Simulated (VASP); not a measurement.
# NdAs3Pb2 (P6/mmm) in VASP: further runs

NdAs3Pb2 is run at these levels: PBE; tasks: single point, relaxation of cell and atoms.

Program: VASP 6.6.1. These are calculated values, not measurements. Logs are shortened: lines on timing, memory, paths and dates and some standing lists are left out, and cuts for length are marked.

**1. The cell of the first run**

It takes space group P6/mmm (No. 191, hexagonal). Conventional cell: a = 5.865 Å, b = 5.865 Å, c = 5.454 Å, α = 90.00°, β = 90.00°, γ = 120.00°. Within 4.5 Å of Nd (site symmetry 6/mmm) lie 6 Pb at 3.39 Å and 12 As at 4.00 Å. As (site symmetry mmm) has 4 As at 2.93 Å and 4 Pb at 3.21 Å and 4 Nd at 4.00 Å within 4.1 Å. Pb (site symmetry -6m2) has 6 As at 3.21 Å and 3 Pb at 3.39 Å and 3 Nd at 3.39 Å within 4.2 Å.

The cell was built from a structure type or drawn by symmetry, and may not be a known phase.

**2. Single point, PBE**

Input file INCAR:

```
ALGO = Normal
EDIFF = 1E-6
ENCUT = 500
GGA = PE
GGA_COMPAT = F
ISIF = 2
ISMEAR = 0
LASPH = T
LCHARG = T
LELF = T
LMAXMIX = 6
LREAL = F
LVHAR = T
LWAVE = F
NBANDS = 36
NELM = 200
PREC = Accurate
SIGMA = 0.1
```

Input file KPOINTS:

```
k-points
0
Gamma
  6 6 8
```

Input file POSCAR:

```
NdAs3Pb2
1.0
    5.8652677431      0.0000000000      0.0000000000
   -2.9326338716      5.0794708656      0.0000000000
    0.0000000000      0.0000000000      5.4538749364
Nd As Pb
1 3 2
Direct
    0.0000000000      0.0000000000      0.0000000000
    0.5000000000      0.0000000000      0.5000000000
    0.5000000000      0.5000000000      0.5000000000
    0.0000000000      0.5000000000      0.5000000000
    0.3333333333      0.6666666667      0.0000000000
    0.6666666667      0.3333333333      0.0000000000
```

Potentials or basis: VASP PAW PBE potentials, release 64 (Nd_3, As, Pb_d), 4f in core.

Command:

```sh
cat potpaw_PBE.64/Nd_3/POTCAR potpaw_PBE.64/As/POTCAR potpaw_PBE.64/Pb_d/POTCAR > POTCAR
mpirun -np 1 vasp_std > vasp.out
```

OUTCAR:

```text
EDIFF = 1E-6
   ENCUT = 500
   GGA = PE
   ISIF = 2
   ISMEAR = 0
   LASPH = T
   LREAL = F
   NELM = 200
   PREC = Accurate

 ion  position               nearest neighbor table
   1  0.000  0.000  0.000-   5 3.39   6 3.39   6 3.39   5 3.39   6 3.39   5 3.39
   2  0.500  0.000  0.500-   5 3.21   6 3.21   5 3.21   6 3.21
   3  0.500  0.500  0.500-   5 3.21   6 3.21   5 3.21   6 3.21
   4  0.000  0.500  0.500-   5 3.21   6 3.21   5 3.21   6 3.21
   5  0.333  0.667  0.000-   4 3.21   4 3.21   2 3.21   2 3.21   3 3.21   3 3.21   6 3.39   1 3.39
                             6 3.39   1 3.39   1 3.39   6 3.39
   6  0.667  0.333  0.000-   4 3.21   4 3.21   2 3.21   2 3.21   3 3.21   3 3.21   5 3.39   1 3.39
                             5 3.39   1 3.39   1 3.39   5 3.39

  LATTYP: Found a hexagonal cell.
 ALAT       =     5.8652677431
 C/A-ratio  =     0.9298595009

  Lattice vectors:

 A1 = (   5.8652677431,   0.0000000000,   0.0000000000)
 A2 = (  -2.9326338716,   5.0794708656,   0.0000000000)
 A3 = (   0.0000000000,   0.0000000000,   5.4538749364)

Analysis of symmetry for initial positions (statically):
=====================================================================
 Subroutine PRICEL returns:
 Original cell was already a primitive cell.

 Routine SETGRP: Setting up the symmetry group for a
 hexagonal supercell.

 Subroutine GETGRP returns: Found 24 space group operations
 (whereof 24 operations were pure point group operations)
 out of a pool of 24 trial point group operations.

The static configuration has the point symmetry D_6h.

Analysis of symmetry for dynamics (positions and initial velocities):
=====================================================================
 Subroutine PRICEL returns:
 Original cell was already a primitive cell.

 Routine SETGRP: Setting up the symmetry group for a
 hexagonal supercell.

 Subroutine GETGRP returns: Found 24 space group operations
 (whereof 24 operations were pure point group operations)
 out of a pool of 24 trial point group operations.

The dynamic configuration has the point symmetry D_6h.

 Subroutine INISYM returns: Found 24 space group operations
 (whereof 24 operations are pure point group operations),
 and found     1 'primitive' translations

----------------------------------------------------------------------------------------

                                     Primitive cell

  volume of cell :     162.4843

  direct lattice vectors                    reciprocal lattice vectors
     5.865267743  0.000000000  0.000000000     0.170495201  0.098435450  0.000000000
    -2.932633872  5.079470866  0.000000000     0.000000000  0.196870900  0.000000000
     0.000000000  0.000000000  5.453874936     0.000000000  0.000000000  0.183355873

  length of vectors
     5.865267743  5.865267743  5.453874936     0.196870900  0.196870900  0.183355873

  position of ions in fractional coordinates (direct lattice)
     0.000000000  0.000000000  0.000000000
     0.500000000  0.000000000  0.500000000
     0.500000000  0.500000000  0.500000000
     0.000000000  0.500000000  0.500000000
     0.333333333  0.666666667  0.000000000
     0.666666667  0.333333333  0.000000000

  ion indices of the primitive-cell ions
   primitive index   ion index
                 1           1
                 2           2
                 3           3
                 4           4
                 5           5
                 6           6

----------------------------------------------------------------------------------------

 KPOINTS: k-points

Automatic generation of k-mesh.
 Grid dimensions read from file:
 generate k-points for:    6    6    8

 Generating k-lattice:

  Cartesian coordinates                     Fractional coordinates (reciprocal lattice)
     0.028415867  0.016405908  0.000000000     0.166666667  0.000000000  0.000000000
     0.000000000  0.032811817  0.000000000     0.000000000  0.166666667  0.000000000
     0.000000000  0.000000000  0.022919484     0.000000000  0.000000000  0.125000000

  Length of vectors
     0.032811817  0.032811817  0.022919484

  Shift w.r.t. Gamma in fractional coordinates (k-lattice)
     0.000000000  0.000000000  0.000000000

 Subroutine IBZKPT returns following result:
 ===========================================

 Found     35 irreducible k-points:

 Following reciprocal coordinates:
            Coordinates               Weight
  0.000000  0.000000  0.000000      1.000000
  0.166667  0.000000  0.000000      6.000000
  0.333333  0.000000  0.000000      6.000000
  0.500000  0.000000  0.000000      3.000000
  0.166667  0.166667  0.000000      6.000000
  0.333333  0.166667  0.000000     12.000000
[... 16 lines left out ...]
  0.166667  0.000000  0.375000     12.000000
  0.333333  0.000000  0.375000     12.000000
 [... further k-points ...]
   k-points           NKPTS =     35   k-points in BZ     NKDIM =     35   number of bands    NBANDS=     36
   number of dos      NEDOS =    301   number of ions     NIONS =      6
   total plane-waves  NPLWV =  92160
   dimension x,y,z NGX =    48 NGY =   48 NGZ =   40
   dimension x,y,z NGXF=    96 NGYF=   96 NGZF=   80
   ions per type =               1   3   2
   NGX,Y,Z   is equivalent  to a cutoff of  13.61, 13.61, 12.19 a.u.
   NGXF,Y,Z  is equivalent  to a cutoff of  27.21, 27.21, 24.39 a.u.
 SYSTEM =  unknown system
   PREC   = accura    normal or accurate (medium, high low for compatibility)
   ISTART =      0    job   : 0-new  1-cont  2-samecut
   ICHARG =      2    charge: 1-file 2-atom 10-const
   ISPIN  =      1    spin polarized calculation?
   LNONCOLLINEAR =      F non collinear calculations
   LSORBIT =      F    spin-orbit coupling
   LASPH  =      T    aspherical Exc in radial PAW
   ENCUT  =  500.0 eV  36.75 Ry    6.06 a.u.  10.69 10.69  9.94*2*pi/ulx,y,z
   NELM   =    200;   NELMIN=  2; NELMDL= -5     # of ELM steps
   EDIFF  = 0.1E-05   stopping-criterion for ELM
   LREAL  =      F    real-space projection
   EDIFFG = 0.1E-04   stopping-criterion for IOM
   NSW    =      0    number of steps for IOM
   IBRION =     -1    ionic relax: 0-MD 1-quasi-New 2-CG
   NFREE  =      0    steps in history (QN), initial steepest desc. (CG)
   ISIF   =      2    stress and relaxation
   ISYM   =      2    0-nonsym 1-usesym 2-fastsym
   POTIM  = 0.5000    time-step for ionic-motion
   TEBEG  =    0.0;   TEEND  =   0.0 temperature during run
   PSTRESS=    0.0 pullay stress
   NELECT =      54.0000    total number of electrons
   NUPDOWN=      -1.0000    fix difference up-down
   EMIN   =  10.00;   EMAX   =-10.00  energy-range for DOS
   EFERMI =   0.00;   METHOD = LEGACY
   ISMEAR =     0;   SIGMA  =   0.10  broadening in eV -4-tet -1-fermi 0-gaus
   EFERMI_NEDOS =   21; number of points for ismear=-14 and -15
   IALGO  =     38    algorithm
   IMIX   =      4    mixing-type and parameters
     AMIX     =   0.40;   BMIX     =  1.00
     AMIX_MAG =   1.60;   BMIX_MAG =  1.00
  volume/ion in A,a.u.               =      27.08       182.75
  Fermi-wavevector in a.u.,A,eV,Ry     =   1.133972  2.142896 17.495623  1.285892
  Thomas-Fermi vector in A             =   2.270675
   LORBIT       =      0    0 simple, 1 ext, 2 COOP (PROOUT), +10 PAW based schemes
   GGA     = PE    functional components
   LHFCALC =     F    Hartree Fock is set to
   AEXX    =    0.0000 exact exchange contribution
   IVDW    =     0    specifies the selected vdW correction
   LEPSILON=     F    determine dielectric tensor
   LRPA    =     F    only Hartree local field effects (RPA)
 non-spin polarized calculation
 Gauss-broadening in eV      SIGMA  =   0.10
  energy-cutoff  :      500.00
  volume of cell :      162.48
 maximum number of plane-waves:      4148
 NGX is ok and might be reduce to    48
   NGX = 21   NGY = 21   NGZ = 19

 number of electron      53.9999990 magnetization

 Free energy of the ion-electron system (eV)
  ---------------------------------------------------
  ext. energy  EPLUGINS =         0.00000000
  ---------------------------------------------------
  free energy    TOTEN  =       -25.42960808 eV

  energy without entropy =      -25.40906650  energy(sigma->0) =      -25.41933729

 E-fermi :   5.7520     XC(G=0):  -9.9204

 val. band max:        5.7471405014   @ k =   0.3333   0.1667   0.0000
 cond. band min:       5.7537782208   @ k =   0.1667   0.0000   0.3750
 fundamental gap:      0.0066377194
 Fermi energy:         5.7520115721

 k-point     1 :       0.0000    0.0000    0.0000
  band No.  band energies     occupation
      1     -33.4098      2.00000
      2     -14.5893      2.00000
      3     -14.4744      2.00000
      4     -14.4744      2.00000
      5     -11.3488      2.00000
      6     -11.2620      2.00000
[... 28 lines left out ...]
     35       8.7519      0.00000
     36       9.7824      0.00000

 k-point     2 :       0.1667    0.0000    0.0000
  band No.  band energies     occupation
      1     -33.4098      2.00000
      2     -14.5894      2.00000
      3     -14.4766      2.00000
      4     -14.4724      2.00000
      5     -11.3372      2.00000
      6     -11.2755      2.00000
[... 28 lines left out ...]
     35       8.6215      0.00000
     36       9.4566      0.00000

 k-point     3 :       0.3333    0.0000    0.0000
  band No.  band energies     occupation
      1     -33.4097      2.00000
      2     -14.5897      2.00000
      3     -14.4799      2.00000
      4     -14.4683      2.00000
      5     -11.3226      2.00000
      6     -11.3099      2.00000
[... 28 lines left out ...]
     35       8.5777      0.00000
     36       9.4879      0.00000

 k-point     4 :       0.5000    0.0000    0.0000
  band No.  band energies     occupation
      1     -33.4096      2.00000
      2     -14.5898      2.00000
      3     -14.4812      2.00000
      4     -14.4662      2.00000
      5     -11.3442      2.00000
      6     -11.3045      2.00000
[... 28 lines left out ...]
     35       8.5268      0.00000
     36       8.9837      0.00000

 k-point     5 :       0.1667    0.1667    0.0000
  band No.  band energies     occupation
      1     -33.4097      2.00000
      2     -14.5896      2.00000
      3     -14.4784      2.00000
      4     -14.4700      2.00000
      5     -11.3230      2.00000
      6     -11.3054      2.00000
[... 655 lines left out ...]
 k-point    22 :       0.0000    0.0000    0.3750
  band No.  band energies     occupation
      1     -33.4097      2.00000
      2     -14.5967      2.00000
      3     -14.4736      2.00000
      4     -14.4736      2.00000
      5     -11.3284      2.00000
      6     -11.2707      2.00000
[... 28 lines left out ...]
     35       8.8151      0.00000
     36       9.2715      0.00000

 k-point    23 :       0.1667    0.0000    0.3750
  band No.  band energies     occupation
      1     -33.4097      2.00000
      2     -14.5966      2.00000
      3     -14.4755      2.00000
      4     -14.4715      2.00000
      5     -11.3175      2.00000
      6     -11.2742      2.00000
[... 28 lines left out ...]
     35       8.9016      0.00000
     36       9.1609      0.00000

 k-point    24 :       0.3333    0.0000    0.3750
  band No.  band energies     occupation
      1     -33.4096      2.00000
      2     -14.5965      2.00000
      3     -14.4785      2.00000
      4     -14.4673      2.00000
      5     -11.3171      2.00000
      6     -11.2972      2.00000
[... 28 lines left out ...]
     35       8.6875      0.00000
     36       9.1068      0.00000

 [... further k-points ...]

------------------------ aborting loop because EDIFF is reached ----------------------------------------

  FORCE on cell =-STRESS in cart. coord.  units (eV):
  Direction    XX          YY          ZZ          XY          YZ          ZX
  --------------------------------------------------------------------------------------
  -------------------------------------------------------------------------------------
  Total        0.0729709      0.0729709      0.0009817     -0.0000000      0.0000000      0.0000000
  in kB        0.7195298      0.7195298      0.0096799     -0.0000000      0.0000000      0.0000000
  external PRESSURE =       0.4829132 kB  Pullay stress =       0.0000000 kB

 VOLUME and BASIS-vectors are now :
 -----------------------------------------------------------------------------
  energy-cutoff  :      500.00
  volume of cell :      162.48
      direct lattice vectors                 reciprocal lattice vectors
     5.865267743  0.000000000  0.000000000     0.170495201  0.098435450  0.000000000
    -2.932633872  5.079470866  0.000000000     0.000000000  0.196870900  0.000000000
     0.000000000  0.000000000  5.453874936     0.000000000  0.000000000  0.183355873

 POSITION                                       TOTAL-FORCE (eV/Angst)
 -----------------------------------------------------------------------------------
      0.00000      0.00000      0.00000         0.000000      0.000000      0.000000
      2.93263      0.00000      2.72694         0.000000      0.000000      0.000000
      1.46632      2.53974      2.72694         0.000000      0.000000      0.000000
     -1.46632      2.53974      2.72694         0.000000      0.000000      0.000000
     -0.00000      3.38631      0.00000         0.000000     -0.000000     -0.000000
      2.93263      1.69316      0.00000        -0.000000      0.000000      0.000000
 -----------------------------------------------------------------------------------
    total drift:                               -0.000000      0.000000      0.000000

  FREE ENERGIE OF THE ION-ELECTRON SYSTEM (eV)
  ---------------------------------------------------
  free  energy   TOTEN  =       -25.4296080835 eV

  energy  without entropy=      -25.4090664955  energy(sigma->0) =      -25.41933729
```

Run time: 2.2 min. Hardware: 1 thread of Intel Xeon 6975P-C (Granite Rapids), shared host; peak memory 0.39 GiB.

What came out:

```
Free energy            : -25.4296 eV
Pressure               : 0.0 GPa
Band gap on the k mesh : zero (bands 27 and 28 overlap by 2.12 eV)
```

Levels at points of the mesh, in eV from the Fermi level:
```csv
k point,band 23,band 24,band 25,band 26,band 27,band 28,band 29,band 30,band 31,band 32
"(0.00, 0.00, 0.00)",-3.60,-2.26,-2.26,-0.75,-0.75,0.09,0.40,0.71,0.71,2.34
"(0.50, 0.00, 0.00)",-1.71,-1.57,-1.50,-1.25,-1.22,-1.03,-0.82,1.00,1.76,1.84
"(0.00, 0.00, 0.50)",-3.62,-3.62,-1.12,0.78,0.92,0.92,1.50,1.50,1.95,1.95
"(0.50, 0.00, 0.50)",-1.46,-1.44,-1.17,-0.73,-0.63,-0.18,0.21,0.38,1.78,2.19
```

Caveat: spin-orbit coupling is left out, which moves the levels of the heavy elements; the 4f electrons are frozen in the core, so they carry no moment and show no levels.

(Part 1 of 2 ends here.)
